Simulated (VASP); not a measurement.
Here is a VASP 6.6.1 calculation.

Contents of INCAR:

```
SYSTEM = Pb
  ALGO = Normal
  EDIFF = 1E-7
  ENCUT = 520
  GGA = PS
  ISIF = 2
  ISMEAR = 0
  LASPH = .TRUE.
  LCHARG = .FALSE.
  LREAL = .FALSE.
  LWAVE = .FALSE.
  NBANDS = 13
  NELM = 80
  PREC = Accurate
  SIGMA = 0.15
```

Contents of KPOINTS:

```
k-points
0
G
  16 16 16
  0 0 0
```

The input POSCAR:

```
Pb
1.0
    0.0000000000      2.3463100000      2.4080550000
    2.3463100000      0.0000000000      2.4080550000
    2.3463100000      2.3463100000      0.0000000000
Pb
1
Direct
    0.0000000000      0.0000000000      0.0000000000
```

Potentials or basis: VASP PAW PBE potentials, release 64 (Pb_d).

Run with:

```bash
$ cat potpaw_PBE.64/Pb_d/POTCAR > POTCAR
$ mpirun -np 1 vasp_std > vasp.out
```

(1) Predict the pressure.

(2) What does it give for the band gap on the k mesh?

Answers

(1) 7.9 GPa.

(2) zero (band 7 reaches 17.19 eV, above the bottom of band 8 at 6.62 eV).

Caveat: the cell differs from its parent crystal (strain -0.050 along x and y, -0.025 along z); the PAW data sets were made with another functional, which shifts forces and pressure a little; spin-orbit coupling is left out, which moves the levels of the heavy elements.
